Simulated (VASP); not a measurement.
# NaI (Fm-3m) in VASP: notebook

Runs on NaI. Level: PBEsol. Tasks: vibrations by perturbation theory, elastic constants.

All numbers are computed with VASP 6.6.1; they aren't measurements. Logs are shortened: lines on timing, memory, paths and dates and some standing lists are left out, and cuts for length are marked.

## Step 1: The cell of the first run

Symmetry: Fm-3m, No. 225, cubic system. The conventional cell has a = 6.403 Å, b = 6.403 Å, c = 6.403 Å, α = 90.00°, β = 90.00°, γ = 90.00°. Within 4.2 Å of Na (site symmetry m-3m) lie 6 I at 3.20 Å. I (site symmetry m-3m) has 6 Na at 3.20 Å within 4.2 Å.

## Step 2: Vibrations by perturbation theory, PBEsol

INCAR

```
PREC = Accurate
ENCUT = 520
EDIFF = 1E-8
ISMEAR = 0
SIGMA = 0.01
LREAL = F
LASPH = T
NELM = 80
ALGO = Normal
ISIF = 2
LWAVE = F
LCHARG = T
GGA = PS
IBRION = 8
NSW = 1
LEPSILON = T
```

KPOINTS

```
Automatic mesh
0
Gamma
  6 6 6
```

POSCAR

```
NaI
1.0
    0.0000000000      3.2017215208      3.2017215208
    3.2017215208      0.0000000000      3.2017215208
    3.2017215208      3.2017215208      0.0000000000
Na I
1 1
Direct
    0.0000000000      0.0000000000      0.0000000000
    0.5000000000      0.5000000000      0.5000000000
```

Potentials or basis: VASP PAW PBE potentials, release 64 (Na_pv, I).

On the command line:

```bash
$ cat potpaw_PBE.64/Na_pv/POTCAR potpaw_PBE.64/I/POTCAR > POTCAR
$ mpirun -np 1 vasp_std > vasp.out
```

OUTCAR:

```text
PREC = Accurate
   ENCUT = 520
   EDIFF = 1E-8
   ISMEAR = 0
   LREAL = F
   LASPH = T
   NELM = 80
   ISIF = 2
   GGA = PS
   IBRION = 8
   NSW = 1
   LEPSILON = T

 ion  position               nearest neighbor table
   1  0.000  0.000  0.000-
   2  0.500  0.500  0.500-

  LATTYP: Found a face centered cubic cell.
 ALAT       =     6.4034430416

  Lattice vectors:

 A1 = (   0.0000000000,   3.2017215208,   3.2017215208)
 A2 = (   3.2017215208,   0.0000000000,   3.2017215208)
 A3 = (   3.2017215208,   3.2017215208,   0.0000000000)

Analysis of symmetry for initial positions (statically):
=====================================================================
 Subroutine PRICEL returns:
 Original cell was already a primitive cell.

 Routine SETGRP: Setting up the symmetry group for a
 face centered cubic supercell.

 Subroutine GETGRP returns: Found 48 space group operations
 (whereof 48 operations were pure point group operations)
 out of a pool of 48 trial point group operations.

The static configuration has the point symmetry O_h .

Analysis of symmetry for dynamics (positions and initial velocities):
=====================================================================
 Subroutine PRICEL returns:
 Original cell was already a primitive cell.

 Routine SETGRP: Setting up the symmetry group for a
 face centered cubic supercell.

 Subroutine GETGRP returns: Found 48 space group operations
 (whereof 48 operations were pure point group operations)
 out of a pool of 48 trial point group operations.

The dynamic configuration has the point symmetry O_h .

 Subroutine INISYM returns: Found 48 space group operations
 (whereof 48 operations are pure point group operations),
 and found     1 'primitive' translations

----------------------------------------------------------------------------------------

                                     Primitive cell

  volume of cell :      65.6418

  direct lattice vectors                    reciprocal lattice vectors
     0.000000000  3.201721521  3.201721521    -0.156165987  0.156165987  0.156165987
     3.201721521  0.000000000  3.201721521     0.156165987 -0.156165987  0.156165987
     3.201721521  3.201721521  0.000000000     0.156165987  0.156165987 -0.156165987

  length of vectors
     4.527917998  4.527917998  4.527917998     0.270487423  0.270487423  0.270487423

  position of ions in fractional coordinates (direct lattice)
     0.000000000  0.000000000  0.000000000
     0.500000000  0.500000000  0.500000000

  ion indices of the primitive-cell ions
   primitive index   ion index
                 1           1
                 2           2

----------------------------------------------------------------------------------------

 KPOINTS: Automatic mesh

Automatic generation of k-mesh.
 Grid dimensions read from file:
 generate k-points for:    6    6    6

 Generating k-lattice:

  Cartesian coordinates                     Fractional coordinates (reciprocal lattice)
    -0.026027664  0.026027664  0.026027664     0.166666667  0.000000000  0.000000000
     0.026027664 -0.026027664  0.026027664     0.000000000  0.166666667  0.000000000
[... 359 lines left out ...]

 Free energy of the ion-electron system (eV)
  ---------------------------------------------------
  ---------------------------------------------------
  free energy    TOTEN  =        -0.51416326 eV

  energy without entropy =       -0.51416326

------------------------ aborting loop because EDIFF is reached ----------------------------------------

--------------------------------------- Ionic step        2  -------------------------------------------

------------------------ aborting loop because EDIFF is reached ----------------------------------------

--------------------------------------- Ionic step        3  -------------------------------------------

------------------------ aborting loop because EDIFF is reached ----------------------------------------

 PIEZOELECTRIC TENSOR FIELD DIRECTION 3  (e Angst)
 -----------------------------------------------------------------------------
    -0.00015  0.00000  0.00000           (  0.00001  0.00000  0.00000)
     0.00000 -0.00015  0.00000           (  0.00000  0.00001  0.00000)
     0.00000 -0.00000 -0.00124           (  0.00000  0.00000  0.00001)

 PIEZOELECTRIC TENSOR FIELD DIRECTION 3  (C/m^2)
 -----------------------------------------------------------------------------
    -0.00004  0.00000  0.00000
     0.00000 -0.00004  0.00000
     0.00000 -0.00000 -0.00030

--------------------------------------- Ionic step        4  -------------------------------------------

------------------------ aborting loop because EDIFF is reached ----------------------------------------

[... ionic steps 5 to 6 ...]

--------------------------------------- Ionic step        7  -------------------------------------------

 Free energy of the ion-electron system (eV)
  ---------------------------------------------------
  ---------------------------------------------------
  free energy    TOTEN  =        -0.08361562 eV

  energy without entropy =       -0.08361562

------------------------ aborting loop because EDIFF is reached ----------------------------------------

 INTERNAL STRAIN TENSOR  FOR ION    2  DIRECTION 1   (eV/Angst):
 -----------------------------------------------------------------------------
    -0.00233  0.00000  0.00000
     0.00000  0.00745 -0.00000
     0.00000 -0.00000  0.00745

 MACROSCOPIC STATIC DIELECTRIC TENSOR (including local field effects in DFT)
 ------------------------------------------------------
           3.490369    -0.000000     0.000000
          -0.000000     3.490369     0.000000
          -0.000000     0.000000     3.490369
 ------------------------------------------------------

 PIEZOELECTRIC TENSOR (including local field effects)  for field in x, y, z        (e  Angst)
          XX          YY          ZZ          XY          YZ          ZX
  --------------------------------------------------------------------------------
  x     0.00000     0.00000     0.00000     0.00000     0.00000     0.00000
  y     0.00000     0.00000     0.00000     0.00000     0.00000     0.00000
  z     0.00000     0.00000     0.00000     0.00000     0.00000     0.00000

 PIEZOELECTRIC TENSOR (including local field effects)  for field in x, y, z        (C/m^2)
          XX          YY          ZZ          XY          YZ          ZX
  --------------------------------------------------------------------------------
  x     0.00000     0.00000     0.00000     0.00000     0.00000     0.00000
  y     0.00000     0.00000     0.00000     0.00000     0.00000     0.00000
  z     0.00000     0.00000     0.00000     0.00000     0.00000     0.00000

 BORN EFFECTIVE CHARGES (including local field effects) (in |e|, cummulative output)
 ---------------------------------------------------------------------------------
 ion    1
    1     1.18600     0.00000     0.00000
    2    -0.00000     1.18600     0.00000
    3     0.00000     0.00000     1.18600
 ion    2
    1    -1.18600    -0.00000     0.00000
    2     0.00000    -1.18600     0.00000
    3     0.00000     0.00000    -1.18600

 INTERNAL STRAIN TENSOR FOR ION    2 for displacements in x,y,z  (eV/Angst):
          X           Y           Z          XY          YZ          ZX
  --------------------------------------------------------------------------------
  x     0.00000     0.00000     0.00000     0.00000     0.00000     0.00000
  y     0.00000     0.00000     0.00000     0.00000     0.00000     0.00000
  z     0.00000     0.00000     0.00000     0.00000     0.00000     0.00000

 SECOND DERIVATIVES (NOT SYMMETRIZED)
 ------------------------------------
               1X          1Y          1Z          2X          2Y          2Z
  1X    -1.005920    0.000000    0.000000    1.005920    0.000000    0.000000
  1Y     0.000000   -1.005920    0.000000    0.000000    1.005920    0.000000
  1Z     0.000000    0.000000   -1.005920    0.000000    0.000000    1.005920
  2X     1.011721    0.000000    0.000000   -1.011721    0.000000    0.000000
  2Y     0.000000    1.011721    0.000000    0.000000   -1.011721    0.000000
  2Z     0.000000    0.000000    1.011721    0.000000    0.000000   -1.011721

 Eigenvectors and eigenvalues of the dynamical matrix
 ----------------------------------------------------

   1 f  =    3.555573 THz    22.340325 2PiTHz  118.601153 cm-1    14.704662 meV
             X         Y         Z           dx          dy          dz
      0.000000  0.000000  0.000000     0.000000    0.919715    0.000000
      3.201722  3.201722  3.201722     0.000000   -0.392586    0.000000
[... 21 lines left out ...]
   6 f/i=    0.003691 THz     0.023192 2PiTHz    0.123121 cm-1     0.015265 meV
             X         Y         Z           dx          dy          dz
      0.000000  0.000000  0.000000     0.000000    0.000000   -0.392586
      3.201722  3.201722  3.201722     0.000000    0.000000   -0.919715

--------------------------------------------------------------------------------------------------------

 MACROSCOPIC STATIC DIELECTRIC TENSOR IONIC CONTRIBUTION
 ------------------------------------------------------
           3.843588    -0.000000     0.000000
          -0.000000     3.843588     0.000000
           0.000000     0.000000     3.843588
 ------------------------------------------------------

 ELASTIC MODULI CONTR FROM IONIC RELAXATION (kBar)
 Direction    XX          YY          ZZ          XY          YZ          ZX
 --------------------------------------------------------------------------------
 XX           0.0000      0.0000      0.0000      0.0000      0.0000      0.0000
 YY           0.0000      0.0000      0.0000      0.0000      0.0000      0.0000
 ZZ           0.0000      0.0000      0.0000      0.0000      0.0000      0.0000
 XY           0.0000      0.0000      0.0000      0.0000      0.0000      0.0000
 YZ           0.0000      0.0000      0.0000      0.0000      0.0000      0.0000
 ZX           0.0000      0.0000      0.0000      0.0000      0.0000      0.0000
 --------------------------------------------------------------------------------

 PIEZOELECTRIC TENSOR IONIC CONTR  for field in x, y, z        (C/m^2)
          XX          YY          ZZ          XY          YZ          ZX
  --------------------------------------------------------------------------------
  x     0.00000     0.00000     0.00000     0.00000     0.00000     0.00000
  y     0.00000     0.00000     0.00000     0.00000     0.00000     0.00000
  z     0.00000     0.00000     0.00000     0.00000     0.00000     0.00000
```

Run time: 2.6 min. Hardware: 1 thread of Intel Xeon Platinum 8559C (Emerald Rapids), shared host; peak memory 0.27 GiB.

What came out:

```yaml
Electronic_dielectric_tensor_diagonal: 3.49
Born_charges_mean_of_the_diagonal: Na +1.19; I -1.19 e
Highest_phonon_frequency_at_Γ_LO-TO_splitting_left_out: 119 cm⁻¹
```

Phonon frequencies in cm⁻¹ (negative: imaginary):
```csv
q point,frequencies
"(0.000, 0.000, 0.000)",0 0 0 119 119 119
```

Electronic dielectric tensor:
```
3.49 0.00 0.00
0.00 3.49 0.00
0.00 0.00 3.49
```

Born effective charge tensors (e):
atom 1, Na
```
1.19 0.00 0.00
0.00 1.19 0.00
0.00 0.00 1.19
```
atom 2, I
```
-1.19  0.00  0.00
 0.00 -1.19  0.00
 0.00  0.00 -1.19
```

Caveat: the PAW data sets were made with another functional, which shifts forces and pressure a little; spin-orbit coupling is left out, which moves the levels of the heavy elements.

## Step 3: Elastic constants, PBEsol

INCAR

```
SYSTEM = NaI
PREC     = Accurate       ! precision mode
ENCUT    = 600            ! plane-wave cutoff, eV
EDIFF    = 1E-8           ! SCF threshold, eV
ISMEAR   = 0              ! smearing method
SIGMA    = 0.01           ! smearing width, eV
LREAL    = .False.        ! projectors in reciprocal space
LASPH    = .True.         ! aspherical terms in the spheres
NELM     = 80             ! most SCF steps
ALGO     = Normal         ! electronic algorithm
ISIF     = 3              ! what is computed and relaxed
LWAVE    = .False.        ! write WAVECAR
LCHARG   = .False.        ! write CHGCAR
GGA      = PS             ! functional
IBRION   = 6              ! ionic algorithm
NFREE    = 2            
POTIM    = 0.015          ! step
NSW      = 1              ! ionic steps
```

KPOINTS

```
regular mesh
0
Gamma
  6 6 6
  0 0 0
```

POSCAR is that of step 2.

Potentials or basis: VASP PAW PBE potentials, release 64 (Na_pv, I).

On the command line:

```bash
$ cat potpaw_PBE.64/Na_pv/POTCAR potpaw_PBE.64/I/POTCAR > POTCAR
$ mpirun -np 1 vasp_std > vasp.out
```

Wall time 3.8 min (1 thread of Intel Xeon Platinum 8488C (Sapphire Rapids), shared host); peak memory 0.28 GiB.

The run converged. Its results:

```
Elastic constants C11, C12, C44                         : 36, 8, 7 GPa
Voigt bulk modulus                                      : 17 GPa
Highest phonon frequency at Γ, LO-TO splitting left out : 119 cm⁻¹
```

Phonon frequencies in cm⁻¹ (negative: imaginary):
```
              q point        frequencies
(0.000, 0.000, 0.000)  0 0 0 119 119 119
```

Elastic tensor in Voigt notation (GPa, in the Cartesian axes of the cell as first typed):
```
36  8  8  0  0  0
 8 36  8  0  0  0
 8  8 36  0  0  0
 0  0  0  7  0  0
 0  0  0  0  7  0
 0  0  0  0  0  7
```

Clamped-ion elastic tensor (GPa):
```
36  8  8  0  0  0
 8 36  8  0  0  0
 8  8 36  0  0  0
 0  0  0  7  0  0
 0  0  0  0  7  0
 0  0  0  0  0  7
```

Caveat: the PAW data sets were made with another functional, which shifts forces and pressure a little; spin-orbit coupling is left out, which moves the levels of the heavy elements.
